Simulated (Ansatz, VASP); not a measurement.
## Two plane-wave programs on PdPt3S8

File INCAR:

```
SYSTEM = PdPt3S8
PREC = Accurate
ENCUT = 520
EDIFF = 1E-6
ISMEAR = 0
SIGMA = 0.02
LREAL = .False.
LASPH = .True.
NELM = 100
ALGO = Normal
ISIF = 2
LWAVE = .False.
LCHARG = .True.
GGA = PS
LELF = .True.
LVHAR = .True.
NBANDS = 56
```

KPOINTS

```
Automatic mesh
0
Gamma
  6 6 4
  0 0 0
```

Contents of POSCAR:

```
PdPt3S8
1.0
    7.1443838201      0.0000000000      0.0000000000
   -3.5721919100      6.1872178826      0.0000000000
    0.0000000000      0.0000000000      6.4599378000
Pd Pt S
1 3 8
Direct
    0.0000000000      0.0000000000      0.0000000000
    0.0000000000      0.5000000000      0.0000000000
    0.5000000000      0.5000000000      0.0000000000
    0.5000000000      0.0000000000      0.0000000000
    0.3333333333      0.6666666667      0.8095100000
    0.3342440000      0.1671220000      0.8095150000
    0.8328780000      0.6657560000      0.8095150000
    0.8328780000      0.1671220000      0.8095150000
    0.1671220000      0.8328780000      0.1904850000
    0.1671220000      0.3342440000      0.1904850000
    0.6657560000      0.8328780000      0.1904850000
    0.6666666667      0.3333333333      0.1904900000
```

Input for Ansatz:

```yaml
crystal:
  lattice:
    - [7.1443838201, 0.0, 0.0]
    - [-3.57219191, 6.1872178826, 0.0]
    - [0.0, 0.0, 6.4599378]
  atoms:
    - { symbol: Pd, position: [0.0, 0.0, 0.0] }
    - { symbol: Pt, position: [0.0, 0.5, 0.0] }
    - { symbol: Pt, position: [0.5, 0.5, 0.0] }
    - { symbol: Pt, position: [0.5, 0.0, 0.0] }
    - { symbol: S, position: [0.3333333333, 0.6666666667, 0.80951] }
    - { symbol: S, position: [0.334244, 0.167122, 0.809515] }
    - { symbol: S, position: [0.832878, 0.665756, 0.809515] }
    - { symbol: S, position: [0.832878, 0.167122, 0.809515] }
    - { symbol: S, position: [0.167122, 0.832878, 0.190485] }
    - { symbol: S, position: [0.167122, 0.334244, 0.190485] }
    - { symbol: S, position: [0.665756, 0.832878, 0.190485] }
    - { symbol: S, position: [0.6666666667, 0.3333333333, 0.19049] }
basis:
  ecutwfc: 420
kpoints:
  mp_grid: { grid: [6, 6, 4] }
  band_path:
    path:
      - [[0.0, 0.0, 0.0], [0.5, 0.0, 0.0], [0.33333333, 0.33333333, 0.0], [0.0, 0.0, 0.0], [0.0, 0.0, 0.5], [0.5, 0.0, 0.5], [0.33333333, 0.33333333, 0.5], [0.0, 0.0, 0.5]]
      - [[0.5, 0.0, 0.5], [0.5, 0.0, 0.0]]
      - [[0.33333333, 0.33333333, 0.5], [0.33333333, 0.33333333, 0.0]]
    npoints: 10
hamiltonian:
  xc: pbesol
scf:
  occupations: { method: gaussian, width: 0.02 }
  n_extra_bands: 30
output:
  forces: true
  stress: true
  eigenvalues: true
  populations: true
  dos: { projected: true, de: 0.02, nscf_kmesh: { grid: [9, 9, 6] } }
  bader: false
  write_density: true
  write_potential: true
  elf: true
  volumetric_format: npy
```

Alike in both runs: task single point; functional PBEsol; k mesh 6 × 6 × 4; occupations gaussian, width 0.02 eV; no spin polarisation.

|  | VASP | Ansatz |
| --- | --- | --- |
| version | VASP 6.6.1 | Ansatz 0.2.0 |
| potentials or method | VASP PAW PBE potentials, release 64 (Pd, Pt, S), cutoff 520 eV | scalar-relativistic, plane waves, PAW |
| valence electrons in the cell | 88 | 120 |

```tsv
	VASP	Ansatz	Ansatz less VASP
gap on the k mesh at the Fermi level (eV)	1.05	1.05	-0.003
least direct gap on the mesh (eV)	1.18	1.17	-0.003
pressure (GPa)	-3.7	-3.5	+0.22
traceless stress, the component that is largest in VASP (GPa)	0.95	0.89	-0.063
rms of the force components (eV/Å)	0.204	0.195	-0.0089
```

VASP's potentials were made for PBE, not for PBEsol. Atom by atom the forces differ by 0.009 eV/Å (rms over components). VASP's potentials hold 88 valence electrons a cell and Ansatz's 120, so a difference there can come from the potentials and not from the codes.

Neither program's run includes spin-orbit coupling.
